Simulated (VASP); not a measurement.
# In15GaO24 (C2) in VASP: single point with PBE

Aim: the single point of In15GaO24 with PBE.

Program: VASP 6.6.1. These are calculated values, not measurements. Logs are shortened: lines on timing, memory, paths and dates and some standing lists are left out, and cuts for length are marked.

### 1 The cell of the first run

It takes space group C2 (No. 5, monoclinic). The conventional cell has a = 14.444 Å, b = 10.225 Å, c = 10.235 Å, α = 90.00°, β = 134.84°, γ = 90.00°. Within 2.9 Å of In (site symmetry 1) lie 6 O at 2.18 to 2.24 Å. Within 2.9 Å of In (site symmetry 1) lie 6 O at 2.19 to 2.25 Å. In (site symmetry 2) has 6 O at 2.16 to 2.27 Å within 2.9 Å. In (site symmetry 1) has 6 O at 2.15 to 2.27 Å within 2.8 Å. In (site symmetry 1) has 6 O at 2.15 to 2.26 Å within 2.8 Å. In (site symmetry 2) has 6 O at 2.16 to 2.25 Å within 2.9 Å. In (site symmetry 2) has 6 O at 2.16 to 2.26 Å within 2.9 Å. In (site symmetry 1) has 6 O at 2.14 to 2.28 Å within 2.8 Å.

### 2 Single point, PBE

INCAR

```
SYSTEM = In15GaO24
PREC = Accurate
ENCUT = 520
EDIFF = 1E-6
ISMEAR = 0
SIGMA = 0.01
LREAL = Auto
LASPH = .True.
NELM = 60
ALGO = Normal
ISIF = 2
LWAVE = .False.
LCHARG = .False.
GGA = PE
NBANDS = 202
```

KPOINTS

```
regular mesh
0
Gamma
  2 2 2
  0 0 0
```

POSCAR

```
In15GaO24
1.0
   -5.1124630207      5.1298620324      5.1334306958
    5.1124630207     -5.1048437379      5.1084124014
    5.1124630207      5.1048437379     -5.1084124014
In Ga O
15 1 24
Direct
    0.4982479158      0.5029270132      0.4998504519
    0.4994069228     -0.0013959001     -0.0058037790
    0.0017520842      0.5016025362      0.0046790975
    0.0005930772     -0.0052107017      0.4991971772
    0.7500000000      0.7835820389      0.0335820389
    0.4641741052      0.2451502223      0.7130083909
    0.0358258948      0.7488342857      0.7809761171
    0.7202369111      0.4686460501      0.2525323923
    0.7797630889      0.0322954812      0.7484091390
    0.7500000000      0.2841644781      0.5341644781
    0.2500000000      0.2164392724      0.9664392724
    0.5299201816      0.7503742802      0.2838905146
    0.9700798184      0.2539703331      0.2204540986
    0.2833993553      0.5338169165      0.7451541734
    0.2166006447      0.9617548181      0.2504175613
    0.2500000000      0.7170937749      0.4670937749
    0.5215018290      0.7755941776      0.5450796334
    0.7307063024      0.9936403780      0.9582125235
    0.9784981710      0.5235778044      0.2540923486
    0.7692936976      0.7275062211      0.2629340757
    0.5437593784      0.5361176223      0.7714095237
    0.9562406216      0.7276501452      0.9923582439
    0.2362697427      0.9485102396      0.5062582626
    0.2637302573      0.7699885199      0.7122404969
    0.7701469393      0.5452905719      0.5379031012
    0.9903028078      0.9546324290      0.7278561289
    0.5096971922      0.2375533211      0.9643296211
    0.7298530607      0.2677561619      0.7751436326
    0.4609821090      0.2258449220      0.4543650878
    0.2729549996      0.0039698487      0.0416035873
    0.0390178910      0.4933829788      0.7648628129
    0.2270450004      0.2686485877      0.7310148491
    0.4565292547      0.4642505256      0.2282329834
    0.0434707453      0.2717037286      0.0077212708
    0.7633271236      0.0350934737      0.4919459176
    0.7366728764      0.2286187940      0.2717663500
    0.2302411192      0.4660838759      0.4607512398
    0.0115948278      0.0458958781      0.2757296029
    0.4884051722      0.7641347751      0.0343010503
    0.2697588808      0.7305101207      0.2358427567
```

Potentials or basis: VASP PAW PBE potentials, release 64 (In_d, Ga_d, O).

Run with:

```console
> cat potpaw_PBE.64/In_d/POTCAR potpaw_PBE.64/Ga_d/POTCAR potpaw_PBE.64/O/POTCAR > POTCAR
> mpirun -np 1 vasp_std > vasp.out
```

OUTCAR:

```text
SYSTEM = In15GaO24
   PREC = Accurate
   ENCUT = 520
   EDIFF = 1E-6
   ISMEAR = 0
   LREAL = Auto
   LASPH = .True.
   NELM = 60
   ISIF = 2
   GGA = PE

 ion  position               nearest neighbor table
   1  0.498  0.503  0.500-  37 2.18  33 2.19  21 2.20  25 2.20  17 2.24  29 2.24  14 3.34  16 3.35
                            12 3.35   8 3.41   6 3.41  10 3.41   9 3.84  13 3.84   5 3.87  11 3.87
   2  0.499  0.999  0.994-  18 2.19  27 2.19  39 2.19  30 2.20  36 2.23  24 2.25  14 3.37   7 3.37
                             5 3.38  11 3.39   8 3.41  13 3.42   9 3.82   6 3.82  12 3.89  15 3.91
   3  0.002  0.502  0.005-  40 2.18  34 2.19  22 2.20  28 2.20  19 2.24  31 2.24  15 3.34  16 3.35
                            13 3.35   9 3.41   7 3.41  10 3.41   8 3.84  12 3.84   5 3.87  11 3.87
   4  0.001  0.995  0.499-  20 2.19  26 2.19  38 2.19  32 2.20  35 2.23  23 2.25  15 3.37   6 3.37
                             5 3.38  11 3.39   9 3.41  12 3.42   8 3.82   7 3.82  13 3.89  14 3.91
   5  0.750  0.784  0.034-  21 2.16  22 2.16  18 2.21  20 2.21  38 2.27  39 2.27   2 3.38   4 3.38
                            14 3.42  15 3.42  12 3.43  13 3.43   3 3.87   1 3.87   9 3.88   8 3.88
   6  0.464  0.245  0.713-  27 2.15  28 2.16  29 2.23  32 2.23  21 2.25  23 2.27   4 3.37  15 3.38
                            10 3.39  11 3.41   1 3.41  14 3.42   2 3.82   9 3.85   3 3.91   5 3.92
   7  0.036  0.749  0.781-  26 2.15  25 2.16  31 2.23  30 2.23  22 2.25  24 2.27   2 3.37  14 3.38
                            10 3.39  11 3.41   3 3.41  15 3.42   4 3.82   8 3.85   1 3.91   5 3.92
   8  0.720  0.469  0.253-  20 2.15  19 2.17  25 2.22  36 2.23  27 2.24  33 2.26  13 3.39  10 3.39
                             1 3.41   2 3.41  12 3.43  11 3.44   4 3.82   3 3.84   7 3.85   5 3.88
   9  0.780  0.032  0.748-  18 2.15  17 2.17  28 2.22  35 2.23  26 2.24  34 2.26  12 3.39  10 3.39
                             3 3.41   4 3.41  13 3.43  11 3.44   2 3.82   1 3.84   6 3.85   5 3.88
  10  0.750  0.284  0.534-  35 2.16  36 2.16  31 2.24  29 2.24  25 2.25  28 2.25   9 3.39   8 3.39
                             7 3.39   6 3.39   1 3.41   3 3.41  12 3.88  13 3.88  14 3.90  15 3.90
  11  0.250  0.216  0.966-  34 2.16  33 2.16  30 2.24  32 2.24  26 2.26  27 2.26   4 3.39   2 3.39
                             6 3.41   7 3.41   8 3.44   9 3.44   1 3.87   3 3.87  12 3.89  13 3.89
  12  0.530  0.750  0.284-  40 2.14  39 2.17  35 2.22  33 2.22  20 2.26  17 2.28   1 3.35  16 3.38
                             9 3.39   4 3.42   5 3.43   8 3.43  15 3.82   3 3.84  10 3.88  11 3.89
  13  0.970  0.254  0.220-  37 2.14  38 2.17  36 2.22  34 2.22  18 2.26  19 2.28   3 3.35  16 3.38
                             8 3.39   2 3.42   5 3.43   9 3.43  14 3.82   1 3.84  10 3.88  11 3.89
  14  0.283  0.534  0.745-  31 2.15  32 2.18  37 2.22  39 2.23  21 2.24  24 2.26   1 3.34  16 3.36
                             2 3.37   7 3.38   5 3.42   6 3.42  13 3.82  10 3.90   4 3.91  11 3.91
  15  0.217  0.962  0.250-  29 2.15  30 2.18  40 2.22  38 2.23  22 2.24  23 2.26   3 3.34  16 3.36
                             4 3.37   6 3.38   5 3.42   7 3.42  12 3.82  10 3.90   2 3.91  11 3.91
  16  0.250  0.717  0.467-  23 2.01  24 2.01  19 2.09  17 2.09  37 2.15  40 2.15   3 3.35   1 3.35
                            15 3.36  14 3.36  13 3.38  12 3.38
  17  0.522  0.776  0.545-  16 2.09   9 2.17   1 2.24  12 2.28
  18  0.731  0.994  0.958-   9 2.15   2 2.19   5 2.21  13 2.26
  19  0.978  0.524  0.254-  16 2.09   8 2.17   3 2.24  13 2.28
  20  0.769  0.728  0.263-   8 2.15   4 2.19   5 2.21  12 2.26
  21  0.544  0.536  0.771-   5 2.16   1 2.20  14 2.24   6 2.25
[... 243 lines left out ...]
   LHFCALC =     F    Hartree Fock is set to
   AEXX    =    0.0000 exact exchange contribution
   IVDW    =     0    specifies the selected vdW correction
   LEPSILON=     F    determine dielectric tensor
   LRPA    =     F    only Hartree local field effects (RPA)
 non-spin polarized calculation
 Gauss-broadening in eV      SIGMA  =   0.01
  energy-cutoff  :      520.00
  volume of cell :      535.90
 maximum number of plane-waves:     14465
 NGX is ok and might be reduce to    70
   NGX = 33   NGY = 33   NGZ = 33

 number of electron     352.0000000 magnetization

 Free energy of the ion-electron system (eV)
  ---------------------------------------------------
  ext. energy  EPLUGINS =         0.00000000
  ---------------------------------------------------
  free energy    TOTEN  =      -223.62966395 eV

  energy without entropy =     -223.62966395  energy(sigma->0) =     -223.62966395

 E-fermi :   5.0415     XC(G=0): -10.8159

 val. band max:        4.9580694974   @ k =   0.0000   0.0000   0.0000
 cond. band min:       5.8783851796   @ k =   0.0000   0.0000   0.0000
 fundamental gap:      0.9203156822
 Fermi energy:         5.0414564850

 k-point     1 :       0.0000    0.0000    0.0000
  band No.  band energies     occupation
      1     -12.6539      2.00000
      2     -12.1310      2.00000
      3     -12.0704      2.00000
      4     -12.0209      2.00000
      5     -12.0188      2.00000
      6     -12.0075      2.00000
[... 1135 lines left out ...]
    187      11.1891      0.00000
    188      11.2869      0.00000
 [bands above 188 left out]

------------------------ aborting loop because EDIFF is reached ----------------------------------------

  FORCE on cell =-STRESS in cart. coord.  units (eV):
  Direction    XX          YY          ZZ          XY          YZ          ZX
  --------------------------------------------------------------------------------------
  -------------------------------------------------------------------------------------
  Total        1.4280798      1.4484669      1.3951184      0.0000000     -0.0096638      0.0000000
  in kB        4.2695490      4.3305004      4.1710037      0.0000000     -0.0288920      0.0000000
  external PRESSURE =       4.2570177 kB  Pullay stress =       0.0000000 kB

 VOLUME and BASIS-vectors are now :
 -----------------------------------------------------------------------------
  energy-cutoff  :      520.00
  volume of cell :      535.90
      direct lattice vectors                 reciprocal lattice vectors
    -5.112463021  5.129862032  5.133430696     0.000000000  0.097468674  0.097400584
     5.112463021 -5.104843738  5.108412401     0.097800218 -0.000238675  0.097639259
     5.112463021  5.104843738 -5.108412401     0.097800218  0.097707349 -0.000238675

 POSITION                                       TOTAL-FORCE (eV/Angst)
 -----------------------------------------------------------------------------------
      2.57939      2.54024      2.57344        -0.001428      0.003972      0.000648
      7.63492      2.53939      2.58619        -0.007988     -0.003382      0.002274
      2.57939     -2.52773      2.54748        -0.001428     -0.003972     -0.000648
      7.63492     -2.52688      2.53473        -0.007988      0.003382     -0.002274
      0.34337      0.01876      7.68138        -0.000050     -0.000000      0.000000
      2.52548      4.76949     -0.00721         0.004081     -0.011957     -0.002539
[... 32 lines left out ...]
      1.58502     -1.22024      6.23549        -0.001232      0.000988     -0.004543
      3.56131     -1.14137      3.91175         0.000828     -0.003944      0.006833
 -----------------------------------------------------------------------------------
    total drift:                               -0.017986     -0.000009     -0.000008

  FREE ENERGIE OF THE ION-ELECTRON SYSTEM (eV)
  ---------------------------------------------------
  free  energy   TOTEN  =      -223.6296639537 eV

  energy  without entropy=     -223.6296639537  energy(sigma->0) =     -223.62966395
```

OSZICAR:

```text
N       E                     dE             d eps       ncg     rms          rms(c)
DAV:   1     0.654913548382E+04    0.65491E+04   -0.14641E+05  2424   0.251E+03
DAV:   2     0.160907404641E+04   -0.49401E+04   -0.47818E+04  2424   0.775E+02
DAV:   3    -0.376331707295E+00   -0.16095E+04   -0.15247E+04  2608   0.353E+02
DAV:   4    -0.254864526199E+03   -0.25449E+03   -0.24952E+03  3328   0.142E+02
DAV:   5    -0.264185569304E+03   -0.93210E+01   -0.92034E+01  3272   0.306E+01    0.434E+01
DAV:   6    -0.223134410578E+03    0.41051E+02   -0.19378E+02  3848   0.641E+01    0.363E+01
DAV:   7    -0.223919043138E+03   -0.78463E+00   -0.17210E+01  2984   0.120E+01    0.913E+00
DAV:   8    -0.223690131460E+03    0.22891E+00   -0.13724E+00  3784   0.399E+00    0.533E+00
DAV:   9    -0.223625769868E+03    0.64362E-01   -0.33277E-01  3696   0.325E+00    0.836E-01
DAV:  10    -0.223624634766E+03    0.11351E-02   -0.70363E-02  3272   0.145E+00    0.266E-01
DAV:  11    -0.223628820531E+03   -0.41858E-02   -0.14278E-02  3944   0.413E-01    0.198E-01
DAV:  12    -0.223629417029E+03   -0.59650E-03   -0.22592E-03  3232   0.219E-01    0.791E-02
DAV:  13    -0.223629658002E+03   -0.24097E-03   -0.59382E-04  3088   0.787E-02    0.222E-02
DAV:  14    -0.223629661465E+03   -0.34628E-05   -0.10017E-04  3800   0.459E-02    0.210E-02
DAV:  15    -0.223629663188E+03   -0.17231E-05   -0.23713E-05  3304   0.233E-02    0.102E-02
DAV:  16    -0.223629663954E+03   -0.76561E-06   -0.42854E-06  2024   0.847E-03
   1 F= -.22362966E+03 E0= -.22362966E+03  d E =-.446836E-33
```

Run time: 30 min. Hardware: 1 thread of Intel Xeon Platinum 8259CL at 2.50GHz (Skylake/Cascade Lake), shared host; peak memory 0.95 GiB.

What came out:

```yaml
Free_energy: -223.6297 eV
Pressure: 0.4 GPa
Largest_force: 0.021 eV/Å
Band_gap_on_the_k_mesh: 0.92 eV
```

Forces on the atoms (eV/Å):
```
In  -0.001  0.004  0.001
In  -0.008 -0.003  0.002
In  -0.001 -0.004 -0.001
In  -0.008  0.003 -0.002
In   0.000  0.000  0.000
In   0.004 -0.012 -0.003
In   0.004  0.012  0.003
In  -0.008 -0.003 -0.003
In  -0.008  0.003  0.003
In  -0.001  0.000  0.000
In   0.000  0.000  0.000
In  -0.005  0.006  0.008
In  -0.005 -0.006 -0.008
In   0.000 -0.002  0.003
In   0.000  0.002 -0.003
Ga  -0.008  0.000  0.000
O    0.000  0.010  0.001
O    0.000  0.001 -0.002
O    0.000 -0.010 -0.001
O    0.000 -0.001  0.002
O   -0.003  0.005 -0.003
O   -0.003 -0.005  0.003
O    0.020 -0.005  0.003
O    0.020  0.005 -0.003
O    0.005 -0.002  0.001
O    0.004 -0.004 -0.004
O    0.004  0.004  0.004
O    0.005  0.002 -0.001
O   -0.003 -0.006  0.008
O    0.011  0.003  0.000
O   -0.003  0.006 -0.008
O    0.011 -0.003  0.000
O   -0.001 -0.002  0.002
O   -0.001  0.002 -0.002
O   -0.008 -0.003  0.005
O   -0.008  0.003 -0.005
O    0.001  0.004 -0.007
O   -0.001 -0.001  0.005
O   -0.001  0.001 -0.005
O    0.001 -0.004  0.007
```

Caveat: the k points lie up to 0.43 Å⁻¹ apart; spin-orbit coupling is left out, which moves the levels of the heavy elements. As with any semilocal functional, this PBE gap is likely too small.
